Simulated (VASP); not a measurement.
Here is a VASP 6.6.1 calculation.

The input POSCAR:

```
Rh
1.0
    2.6975591264      0.0000000000      0.0000000000
   -1.3487795632      2.3361547317      0.0000000000
    0.0000000000      0.0000000000      4.3589454671
Rh
2
Direct
    0.6666666667      0.3333333333      0.7500000000
    0.3333333333      0.6666666667      0.2500000000
```

The input INCAR.step1:

```
  PREC = Accurate
  ENCUT = 580
  ISMEAR = 0
  SIGMA = 0.1
  LREAL = F
  LASPH = T
  NELM = 120
  NBANDS = 24
  GGA = PE
  ALGO = Normal
  EDIFF = 1E-5
  LWAVE = T
  LCHARG = F
  GGA_COMPAT = F
```

Contents of INCAR.step2:

```
  PREC = Accurate
  ENCUT = 580
  EDIFF = 1E-6
  ISMEAR = 0
  SIGMA = 0.1
  LREAL = F
  LASPH = T
  NELM = 120
  ALGO = Normal
  ISIF = 2
  LWAVE = F
  LCHARG = T
  METAGGA = R2SCAN
  LMIXTAU = T
  LELF = T
  LVHAR = T
  NBANDS = 24
  ISTART = 1
  GGA_COMPAT = F
```

File KPOINTS:

```
regular mesh
0
Gamma
  12 12 4
```

Potentials or basis: VASP PAW PBE potentials, release 64 (Rh_sv_GW).

Launch:

```sh
$ cat potpaw_PBE.64/Rh_sv_GW/POTCAR > POTCAR
$ cp INCAR.step1 INCAR
$ mpirun -np 1 vasp_std > vasp.out
$ cp INCAR.step2 INCAR
$ mpirun -np 1 vasp_std > vasp.out
```

Question: Estimate the band gap on the k mesh.

Answer: Zero (band 17 reaches 11.44 eV, above the bottom of band 18 at 8.97 eV).

Question: Predict the pressure.

Answer: -1.5 GPa.

Caveat: the k points lie up to 0.36 Å⁻¹ apart; the PAW data sets were made with another functional, which shifts forces and pressure a little.
